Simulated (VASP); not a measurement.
# AgCl in VASP: further runs

AgCl is run at these levels: PBE, r2SCAN; tasks: single point.

Program: VASP 6.6.1. These are calculated values, not measurements. Logs are shortened: lines on timing, memory, paths and dates and some standing lists are left out, and cuts for length are marked.

### Step 1. The cell of the first run

It takes space group I4/mmm (No. 139, tetragonal). The conventional cell has a = 3.902 Å, b = 3.902 Å, c = 5.576 Å, α = 90.00°, β = 90.00°, γ = 90.00°. Ag (site symmetry 4/mmm) has 6 Cl at 2.76 to 2.79 Å within 3.6 Å. Cl (site symmetry 4/mmm) has 6 Ag at 2.76 to 2.79 Å within 3.6 Å.

### Step 2. Single point, PBE (epitaxial xy strain -0.5%)

Contents of INCAR:

```
  ALGO = Normal
  EDIFF = 1E-6
  ENCUT = 520
  GGA = PE
  ISIF = 2
  ISMEAR = -1
  LASPH = True
  LCHARG = False
  LREAL = False
  LWAVE = False
  NBANDS = 16
  NELM = 60
  PREC = Accurate
  SIGMA = 0.02
```

Contents of KPOINTS:

```
k-points
0
Gamma
  8 8 8
```

Contents of POSCAR:

```
AgCl
1.0
    0.0000000000      2.7593178950      2.7880058380
    2.7593178950      0.0000000000      2.7880058380
    2.7593178950      2.7593178950      0.0000000000
Ag Cl
1 1
Direct
    0.0000000000      0.0000000000      0.0000000000
    0.5000000000      0.5000000000      0.5000000000
```

Potentials or basis: VASP PAW PBE potentials, release 64 (Ag, Cl).

Started as:

```console
$ cat potpaw_PBE.64/Ag/POTCAR potpaw_PBE.64/Cl/POTCAR > POTCAR
$ mpirun -np 1 vasp_std > vasp.out
```

OUTCAR:

```text
EDIFF = 1E-6
   ENCUT = 520
   GGA = PE
   ISIF = 2
   ISMEAR = -1
   LASPH = True
   LREAL = False
   NELM = 60
   PREC = Accurate

 ion  position               nearest neighbor table
   1  0.000  0.000  0.000-   2 2.76   2 2.76   2 2.76   2 2.76   2 2.79   2 2.79
   2  0.500  0.500  0.500-   1 2.76   1 2.76   1 2.76   1 2.76   1 2.79   1 2.79

  LATTYP: Found a body centered tetragonal cell.
 ALAT       =     3.9022647900
 C/A-ratio  =     1.4289167896

  Lattice vectors:

 A1 = (  -2.7593178950,   0.0000000000,   2.7880058380)
 A2 = (   2.7593178950,   0.0000000000,   2.7880058380)
 A3 = (   0.0000000000,   2.7593178950,  -2.7880058380)

Analysis of symmetry for initial positions (statically):
=====================================================================
 Subroutine PRICEL returns:
 Original cell was already a primitive cell.

 Routine SETGRP: Setting up the symmetry group for a
 body centered tetragonal supercell.

 Subroutine GETGRP returns: Found 16 space group operations
 (whereof 16 operations were pure point group operations)
 out of a pool of 16 trial point group operations.

The static configuration has the point symmetry D_4h.

Analysis of symmetry for dynamics (positions and initial velocities):
=====================================================================
 Subroutine PRICEL returns:
 Original cell was already a primitive cell.

 Routine SETGRP: Setting up the symmetry group for a
 body centered tetragonal supercell.

 Subroutine GETGRP returns: Found 16 space group operations
 (whereof 16 operations were pure point group operations)
 out of a pool of 16 trial point group operations.

The dynamic configuration has the point symmetry D_4h.

 Subroutine INISYM returns: Found 16 space group operations
 (whereof 16 operations are pure point group operations),
 and found     1 'primitive' translations

----------------------------------------------------------------------------------------

                                     Primitive cell

  volume of cell :      42.4548

  direct lattice vectors                    reciprocal lattice vectors
     0.000000000  2.759317895  2.788005838    -0.181204203  0.181204203  0.179339653
     2.759317895  0.000000000  2.788005838     0.181204203 -0.181204203  0.179339653
     2.759317895  2.759317895  0.000000000     0.181204203  0.181204203 -0.179339653

  length of vectors
     3.922602682  3.922602682  3.902264790     0.312782093  0.312782093  0.312782093

  position of ions in fractional coordinates (direct lattice)
     0.000000000  0.000000000  0.000000000
     0.500000000  0.500000000  0.500000000

  ion indices of the primitive-cell ions
   primitive index   ion index
                 1           1
                 2           2

----------------------------------------------------------------------------------------

 KPOINTS: k-points

Automatic generation of k-mesh.
 Grid dimensions read from file:
 generate k-points for:    8    8    8

 Generating k-lattice:

  Cartesian coordinates                     Fractional coordinates (reciprocal lattice)
    -0.022650525  0.022650525  0.022417457     0.125000000  0.000000000  0.000000000
     0.022650525 -0.022650525  0.022417457     0.000000000  0.125000000  0.000000000
     0.022650525  0.022650525 -0.022417457     0.000000000  0.000000000  0.125000000

  Length of vectors
     0.039097762  0.039097762  0.039097762

  Shift w.r.t. Gamma in fractional coordinates (k-lattice)
     0.000000000  0.000000000  0.000000000

 Subroutine IBZKPT returns following result:
 ===========================================

 Found     59 irreducible k-points:

 Following reciprocal coordinates:
            Coordinates               Weight
  0.000000  0.000000  0.000000      1.000000
  0.125000 -0.000000  0.000000      8.000000
  0.250000 -0.000000  0.000000      8.000000
  0.375000 -0.000000  0.000000      8.000000
  0.500000 -0.000000  0.000000      4.000000
  0.125000  0.125000  0.000000      2.000000
[... 16 lines left out ...]
  0.250000 -0.000000  0.125000     16.000000
  0.375000 -0.000000  0.125000     16.000000
 [... further k-points ...]
   k-points           NKPTS =     59   k-points in BZ     NKDIM =     59   number of bands    NBANDS=     16
   number of dos      NEDOS =    301   number of ions     NIONS =      2
   total plane-waves  NPLWV =  27000
   dimension x,y,z NGX =    30 NGY =   30 NGZ =   30
   dimension x,y,z NGXF=    60 NGYF=   60 NGZF=   60
   ions per type =               1   1
   NGX,Y,Z   is equivalent  to a cutoff of  12.71, 12.71, 12.78 a.u.
   NGXF,Y,Z  is equivalent  to a cutoff of  25.43, 25.43, 25.56 a.u.
 SYSTEM =  unknown system
   PREC   = accura    normal or accurate (medium, high low for compatibility)
   ISTART =      0    job   : 0-new  1-cont  2-samecut
   ICHARG =      2    charge: 1-file 2-atom 10-const
   ISPIN  =      1    spin polarized calculation?
   LNONCOLLINEAR =      F non collinear calculations
   LSORBIT =      F    spin-orbit coupling
   LASPH  =      T    aspherical Exc in radial PAW
   ENCUT  =  520.0 eV  38.22 Ry    6.18 a.u.   7.29  7.29  7.26*2*pi/ulx,y,z
   NELM   =     60;   NELMIN=  2; NELMDL= -5     # of ELM steps
   EDIFF  = 0.1E-05   stopping-criterion for ELM
   LREAL  =      F    real-space projection
[... 7 lines left out ...]
   TEBEG  =    0.0;   TEEND  =   0.0 temperature during run
   PSTRESS=    0.0 pullay stress
   NELECT =      18.0000    total number of electrons
   NUPDOWN=      -1.0000    fix difference up-down
   EMIN   =  10.00;   EMAX   =-10.00  energy-range for DOS
   EFERMI =   0.00;   METHOD = LEGACY
   ISMEAR =    -1;   SIGMA  =   0.02  broadening in eV -4-tet -1-fermi 0-gaus
   EFERMI_NEDOS =   21; number of points for ismear=-14 and -15
   IALGO  =     38    algorithm
   IMIX   =      4    mixing-type and parameters
     AMIX     =   0.40;   BMIX     =  1.00
     AMIX_MAG =   1.60;   BMIX_MAG =  1.00
  volume/ion in A,a.u.               =      21.23       143.25
  Fermi-wavevector in a.u.,A,eV,Ry     =   1.229863  2.324103 20.579658  1.512562
  Thomas-Fermi vector in A             =   2.364733
   LORBIT       =      0    0 simple, 1 ext, 2 COOP (PROOUT), +10 PAW based schemes
   GGA     = PE    functional components
   LHFCALC =     F    Hartree Fock is set to
   AEXX    =    0.0000 exact exchange contribution
   IVDW    =     0    specifies the selected vdW correction
   LEPSILON=     F    determine dielectric tensor
   LRPA    =     F    only Hartree local field effects (RPA)
 non-spin polarized calculation
  energy-cutoff  :      520.00
  volume of cell :       42.45
 maximum number of plane-waves:      1163
 NGX is ok and might be reduce to    30
   NGX = 15   NGY = 15   NGZ = 15

 number of electron      18.0000005 magnetization

 Free energy of the ion-electron system (eV)
  ---------------------------------------------------
  ext. energy  EPLUGINS =         0.00000000
  ---------------------------------------------------
  free energy    TOTEN  =        -5.39210354 eV

  energy without entropy =       -5.39210354  energy(sigma->0) =       -5.39210354

 E-fermi :   4.3427     XC(G=0):  -9.9896

 val. band max:        3.9095822225   @ k =   0.5000  -0.0000   0.0000
 cond. band min:       4.7851566569   @ k =   0.0000   0.0000   0.0000
 fundamental gap:      0.8755744343
 Fermi energy:         4.3426647477

 k-point     1 :       0.0000    0.0000    0.0000
  band No.  band energies     occupation
      1     -11.3036      2.00000
      2       1.4014      2.00000
      3       1.4266      2.00000
      4       1.4266      2.00000
      5       1.4581      2.00000
      6       1.4606      2.00000
[... 8 lines left out ...]
     15      17.0595      0.00000
     16      17.3040      0.00000

 k-point     2 :       0.1250   -0.0000    0.0000
  band No.  band energies     occupation
      1     -11.2430      2.00000
      2       0.6981      2.00000
      3       0.7500      2.00000
      4       0.7749      2.00000
      5       1.4674      2.00000
      6       1.4792      2.00000
[... 8 lines left out ...]
     15      15.9677      0.00000
     16      16.6404      0.00000

 k-point     3 :       0.2500   -0.0000    0.0000
  band No.  band energies     occupation
      1     -11.0903      2.00000
      2      -0.3344      2.00000
      3       0.1691      2.00000
      4       0.1987      2.00000
      5       1.5978      2.00000
      6       1.6030      2.00000
[... 8 lines left out ...]
     15      16.1579      0.00000
     16      16.5092      0.00000

 k-point     4 :       0.3750   -0.0000    0.0000
  band No.  band energies     occupation
      1     -10.9277      2.00000
      2      -1.1156      2.00000
      3      -0.2004      2.00000
      4      -0.1674      2.00000
      5       1.7317      2.00000
      6       1.7338      2.00000
[... 8 lines left out ...]
     15      16.9987      0.00000
     16      17.0501      0.00000

 k-point     5 :       0.5000   -0.0000    0.0000
  band No.  band energies     occupation
      1     -10.8572      2.00000
      2      -1.4027      2.00000
      3      -0.3269      2.00000
      4      -0.2929      2.00000
      5       1.7865      2.00000
      6       1.7919      2.00000
[... 8 lines left out ...]
     15      17.5671      0.00000
     16      17.6356      0.00000

 k-point     6 :       0.1250    0.1250    0.0000
  band No.  band energies     occupation
      1     -11.2273      2.00000
      2       0.2510      2.00000
      3       1.0636      2.00000
      4       1.0636      2.00000
      5       1.3538      2.00000
      6       1.4845      2.00000
[... 8 lines left out ...]
     15      17.8801      0.00000
     16      17.9346      0.00000
[... 267 lines left out ...]
 k-point    21 :       0.5000    0.5000    0.0000
  band No.  band energies     occupation
      1     -10.8486      2.00000
      2      -0.4717      2.00000
      3       0.8048      2.00000
      4       0.8048      2.00000
      5       1.0811      2.00000
      6       1.6407      2.00000
[... 8 lines left out ...]
     15      19.0473      0.00000
     16      19.0473      0.00000

 k-point    22 :       0.1250    0.0000    0.1250
  band No.  band energies     occupation
      1     -11.2238      2.00000
      2       0.1953      2.00000
      3       1.0257      2.00000
      4       1.0586      2.00000
      5       1.3771      2.00000
      6       1.4882      2.00000
[... 8 lines left out ...]
     15      17.7997      0.00000
     16      17.9402      0.00000

 k-point    23 :       0.2500   -0.0000    0.1250
  band No.  band energies     occupation
      1     -11.1068      2.00000
      2      -0.3817      2.00000
      3       0.4845      2.00000
      4       0.5669      2.00000
      5       1.4411      2.00000
      6       1.6191      2.00000
[... 8 lines left out ...]
     15      17.3272      0.00000
     16      17.9279      0.00000

 k-point    24 :       0.3750   -0.0000    0.1250
  band No.  band energies     occupation
      1     -10.9533      2.00000
      2      -0.9024      2.00000
      3      -0.0940      2.00000
      4       0.0774      2.00000
      5       1.5859      2.00000
      6       1.7582      2.00000
[... 8 lines left out ...]
     15      17.6929      0.00000
     16      17.8737      0.00000

 [... further k-points ...]
[... 5 lines left out ...]
  --------------------------------------------------------------------------------------
  -------------------------------------------------------------------------------------
  Total        0.4779283      0.4779283      0.4068191      0.0000000      0.0000000      0.0000000
  in kB       18.0362459     18.0362459     15.3526997      0.0000000      0.0000000      0.0000000
  external PRESSURE =      17.1417305 kB  Pullay stress =       0.0000000 kB

 VOLUME and BASIS-vectors are now :
 -----------------------------------------------------------------------------
  energy-cutoff  :      520.00
  volume of cell :       42.45
      direct lattice vectors                 reciprocal lattice vectors
     0.000000000  2.759317895  2.788005838    -0.181204203  0.181204203  0.179339653
     2.759317895  0.000000000  2.788005838     0.181204203 -0.181204203  0.179339653
     2.759317895  2.759317895  0.000000000     0.181204203  0.181204203 -0.179339653

 POSITION                                       TOTAL-FORCE (eV/Angst)
 -----------------------------------------------------------------------------------
      0.00000      0.00000      0.00000         0.000000     -0.000000     -0.000000
      2.75932      2.75932      2.78801         0.000000      0.000000      0.000000
 -----------------------------------------------------------------------------------
    total drift:                               -0.000000      0.000000      0.000000

  FREE ENERGIE OF THE ION-ELECTRON SYSTEM (eV)
  ---------------------------------------------------
  free  energy   TOTEN  =        -5.3921035424 eV

  energy  without entropy=       -5.3921035424  energy(sigma->0) =       -5.39210354
```

Run time: 16 s. Hardware: 1 thread of Intel Xeon 6975P-C (Granite Rapids), shared host; peak memory 0.19 GiB.

Results:

```
Free energy            : -5.3921 eV
Pressure               : 1.7 GPa
Band gap on the k mesh : 0.88 eV (least direct gap 3.19 eV)
```

Caveat: the cell differs from its parent crystal (epitaxial xy strain -0.5%). A k mesh can miss the band edges.

### Step 3. Single point, PBE (uniaxial z strain +4.0%)

Contents of INCAR:

```
PREC = Accurate
ENCUT = 520
EDIFF = 1E-7
ISMEAR = -1
SIGMA = 0.02
LREAL = False
LASPH = True
NELM = 100
ALGO = Normal
ISIF = 2
LWAVE = False
LCHARG = True
GGA = PE
LELF = True
LVHAR = True
NBANDS = 16
```

Contents of KPOINTS:

```
regular mesh
0
Gamma
  8 8 8
```

Contents of POSCAR:

```
AgCl
1.0
    0.0000000000      2.7731838141      2.8841111667
    2.7731838141      0.0000000000      2.8841111667
    2.7731838141      2.7731838141      0.0000000000
Ag Cl
1 1
Direct
    0.0000000000      0.0000000000      0.0000000000
    0.5000000000      0.5000000000      0.5000000000
```

Potentials or basis: VASP PAW PBE potentials, release 64 (Ag, Cl).

Started as:

```console
$ cat potpaw_PBE.64/Ag/POTCAR potpaw_PBE.64/Cl/POTCAR > POTCAR
$ mpirun -np 1 vasp_std > vasp.out
```

It took 17 s on 1 thread of Intel Xeon 6975P-C (Granite Rapids), shared host; peak memory 0.19 GiB.

It converged, with:

* Free energy: -5.3991 eV
* Pressure: -0.2 GPa
* Band gap on the k mesh: 0.81 eV (least direct gap 3.02 eV)

Stress tensor (GPa, compression positive):
```
 0.01  0.00  0.00
 0.00  0.01  0.00
 0.00  0.00 -0.56
```

Levels at points of the mesh, in eV from the valence-band top:
```tsv
k point	band 5	band 6	band 7	band 8	band 9	band 10	band 11	band 12	band 13	band 14
(0.00, 0.00, 0.00)	-2.38	-2.37	-2.33	-2.33	-2.21	0.81	10.68	10.80	10.80	12.33
(0.50, 0.00, 0.00)	-2.09	-2.07	-1.78	-0.24	0.00	4.23	6.22	7.45	7.81	13.32
(0.50, 0.50, 0.00)	-2.73	-2.23	-1.97	-1.97	-1.92	2.35	8.12	8.13	11.40	11.40
(0.50, 0.00, 0.50)	-2.69	-2.19	-1.99	-1.96	-1.90	2.32	7.89	8.52	10.81	11.39
```

Caveat: the cell differs from its parent crystal (uniaxial z strain +4.0%). A k mesh can miss the band edges.

### Step 4. Single point, PBE (epitaxial 111 strain +2.0%)

Contents of INCAR:

```
SYSTEM = AgCl
  PREC = Accurate
  ENCUT = 520
  EDIFF = 1E-6
  ISMEAR = -1
  SIGMA = 0.02
  LREAL = .False.
  LASPH = .True.
  NELM = 100
  ALGO = Normal
  ISIF = 2
  LWAVE = .False.
  LCHARG = .False.
  GGA = PE
  NBANDS = 16
```

Contents of KPOINTS:

```
Automatic mesh
0
Gamma
  8 8 8
  0 0 0
```

Contents of POSCAR:

```
AgCl
1.0
   -0.0993800543      2.7292674361      2.7292674361
    2.7292674361     -0.0993800543      2.7292674361
    2.7292674361      2.7292674361     -0.0993800543
Ag Cl
1 1
Direct
    0.0000000000      0.0000000000      0.0000000000
    0.5000000000      0.5000000000      0.5000000000
```

Started as:

```console
$ cat potpaw_PBE.64/Ag/POTCAR potpaw_PBE.64/Cl/POTCAR > POTCAR
$ mpirun -np 1 vasp_std > vasp.out
```

Wall time 18 s (1 thread of Intel Xeon 6975P-C (Granite Rapids), shared host); peak memory 0.19 GiB.

It converged, with:

```
Free energy            : -5.3936 eV
Pressure               : 1.1 GPa
Band gap on the k mesh : 0.87 eV (least direct gap 3.04 eV)
```

Stress tensor (GPa, compression positive):
```
1.14 0.19 0.19
0.19 1.14 0.19
0.19 0.19 1.14
```

Levels at points of the mesh, in eV from the valence-band top:
```csv
k point,band 6,band 7,band 8,band 9,band 10,band 11,band 12,band 13
"(0.00, 0.00, 0.00)",-2.40,-2.40,-2.40,-2.18,0.87,10.61,10.61,11.26
"(0.50, 0.00, 0.00)",-2.09,-1.79,-0.09,-0.02,4.28,6.38,7.58,8.02
"(0.50, 0.50, 0.00)",-2.23,-1.98,-1.97,-1.90,2.36,8.01,8.53,11.26
"(0.50, 0.50, 0.50)",-2.06,-1.71,0.00,0.00,4.06,6.69,7.30,7.30
```

Caveat: the cell differs from its parent crystal (epitaxial 111 strain +2.0%). A k mesh can miss the band edges.

### Step 5. Single point, r2SCAN (epitaxial xy strain -0.5%)

Contents of POSCAR:

```
AgCl
1.0
    0.0000000000      2.7593178950      2.7880058380
    2.7593178950      0.0000000000      2.7880058380
    2.7593178950      2.7593178950      0.0000000000
Ag Cl
1 1
Direct
    0.0000000000      0.0000000000      0.0000000000
    0.5000000000      0.5000000000      0.5000000000
```

Contents of INCAR.step1:

```
PREC = Accurate
ENCUT = 520
ISMEAR = 0
SIGMA = 0.01
LREAL = False
LASPH = True
NELM = 80
NBANDS = 16
GGA = PE
ALGO = Normal
EDIFF = 1E-4
LWAVE = True
LCHARG = False
```

Contents of INCAR.step2:

```
PREC = Accurate
ENCUT = 520
EDIFF = 1E-7
ISMEAR = 0
SIGMA = 0.01
LREAL = False
LASPH = True
NELM = 80
ALGO = Normal
ISIF = 2
LWAVE = False
LCHARG = True
METAGGA = R2SCAN
LMIXTAU = True
LELF = True
LVHAR = True
NBANDS = 16
ISTART = 1
```

Contents of KPOINTS:

```
regular mesh
0
Gamma
  8 8 8
```

Started as:

```console
$ cat potpaw_PBE.64/Ag/POTCAR potpaw_PBE.64/Cl/POTCAR > POTCAR
$ cp INCAR.step1 INCAR
$ mpirun -np 1 vasp_std > vasp.out
$ cp INCAR.step2 INCAR
$ mpirun -np 1 vasp_std > vasp.out
```

Wall time 90 s (1 thread of Intel Xeon 6975P-C (Granite Rapids), shared host); peak memory 0.19 GiB.

The run converged. Its results:

* Free energy: -28.6428 eV
* Pressure: 0.1 GPa
* Band gap on the k mesh: 1.39 eV (least direct gap 3.71 eV)

Stress tensor (GPa, compression positive):
```
 0.24  0.00  0.00
 0.00  0.24  0.00
 0.00  0.00 -0.07
```

Levels at points of the mesh, in eV from the valence-band top:
| k point | band 6 | band 7 | band 8 | band 9 | band 10 | band 11 | band 12 | band 13 |
| --- | --- | --- | --- | --- | --- | --- | --- | --- |
| (0.00, 0.00, 0.00) | -2.48 | -2.48 | -2.44 | -2.43 | 1.39 | 11.28 | 11.31 | 11.31 |
| (0.50, 0.00, 0.00) | -2.12 | -1.80 | -0.07 | 0.00 | 4.66 | 7.16 | 8.18 | 8.28 |
| (0.50, 0.50, 0.00) | -2.26 | -2.00 | -2.00 | -1.89 | 2.89 | 8.35 | 9.15 | 12.39 |
| (0.50, 0.00, 0.50) | -2.24 | -2.01 | -2.00 | -1.89 | 2.88 | 8.28 | 9.26 | 12.22 |

Caveat: the cell differs from its parent crystal (epitaxial xy strain -0.5%); the PAW data sets were made with another functional, which shifts forces and pressure a little. A k mesh can miss the band edges.

### Step 6. Overview

| level | cell | smearing | gap on the mesh (eV) | pressure (GPa) |
| --- | --- | --- | --- | --- |
| PBE | a = 3.923, b = 3.923, c = 3.902 Å, angles 60.2, 60.2, 59.7°, 2 atoms | fermi-dirac 0.02 eV | 0.88 | 1.7 |
| PBE | a = 4.001, b = 4.001, c = 3.922 Å, angles 60.7, 60.7, 58.7°, 2 atoms | fermi-dirac 0.02 eV | 0.81 | -0.2 |
| PBE | a = 3.861 Å, angles 62.4°, 2 atoms | fermi-dirac 0.02 eV | 0.87 | 1.1 |
| r2SCAN | a = 3.923, b = 3.923, c = 3.902 Å, angles 60.2, 60.2, 59.7°, 2 atoms | gaussian 0.01 eV | 1.39 | 0.1 |

Alike in all rows: task single point; potentials or basis VASP PAW PBE potentials, release 64 (Ag, Cl); no spin polarisation; k mesh 8 × 8 × 8; cutoff (eV) 520.

Caveats: the PAW data sets were made with another functional, which shifts forces and pressure a little (at least some runs).

Total energies depend on the potentials used, so only differences within one code and one set of settings carry meaning.
